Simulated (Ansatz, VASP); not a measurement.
**SnO2 in VASP and in Ansatz**

Contents of INCAR:

```
SYSTEM = SnO2
PREC = Accurate
ENCUT = 520
EDIFF = 1E-6
ISMEAR = 0
SIGMA = 0.05
LREAL = .False.
LASPH = .True.
NELM = 100
ALGO = Normal
ISIF = 2
LWAVE = .False.
LCHARG = .False.
GGA = PE
NBANDS = 35
```

KPOINTS

```
Automatic mesh
0
Gamma
  6 6 8
  0 0 0
```

The input POSCAR:

```
SnO2
1.0
    4.7373500000      0.0000000000      0.0000000000
    0.0000000000      4.7373500000      0.0000000000
    0.0000000000      0.0000000000      3.1864000000
Sn O
2 4
Direct
   -0.0077281813      0.0008249824     -0.0008342746
    0.5100180777      0.5005698134      0.4919127041
    0.2948596595      0.2951039379     -0.0049263583
    0.2022876487      0.8037699259      0.4995533946
    0.7025554924      0.6975660909      0.0010149697
    0.7980073030      0.2021652495      0.5132795645
```

Input for Ansatz:

```yaml
crystal:
  lattice:
    - [4.73735, 0.0, 0.0]
    - [0.0, 4.73735, 0.0]
    - [0.0, 0.0, 3.1864]
  atoms:
    - { symbol: Sn, position: [-0.0077281813, 0.0008249824, -0.0008342746] }
    - { symbol: Sn, position: [0.5100180777, 0.5005698134, 0.4919127041] }
    - { symbol: O, position: [0.2948596595, 0.2951039379, -0.0049263583] }
    - { symbol: O, position: [0.2022876487, 0.8037699259, 0.4995533946] }
    - { symbol: O, position: [0.7025554924, 0.6975660909, 0.0010149697] }
    - { symbol: O, position: [0.798007303, 0.2021652495, 0.5132795645] }
basis:
  ecutwfc: 420
kpoints:
  mp_grid: { grid: [6, 6, 8] }
hamiltonian:
  xc: pbe
scf:
  occupations: { method: gaussian, width: 0.05 }
output:
  forces: true
  stress: true
  eigenvalues: true
```

Change from the starting cell: all atoms moved at random (sigma 0.03 Å a component).

Alike in both runs: task single point; functional PBE; k mesh 6 × 6 × 8; occupations gaussian, width 0.05 eV; no spin polarisation.

|  | VASP | Ansatz |
| --- | --- | --- |
| version | VASP 6.6.1 | Ansatz 0.2.0 |
| potentials or method | VASP PAW PBE potentials, release 64 (Sn_d, O), cutoff 520 eV | scalar-relativistic, plane waves, PAW |
| valence electrons in the cell | 52 | 52 |

```csv
,VASP,Ansatz,Ansatz less VASP
gap on the k mesh at the Fermi level (eV),0.99,1.00,+0.011
least direct gap on the mesh (eV),0.99,1.00,+0.011
pressure (GPa),11.2,10.5,-0.65
"traceless stress, the component that is largest in VASP (GPa)",-1.13,-1.10,+0.028
rms of the force components (eV/Å),0.795,0.792,-0.0034
```

Atom by atom the forces differ by 0.007 eV/Å (rms over components). With one functional, cell and mesh, what is left measures potentials, basis and numerics.
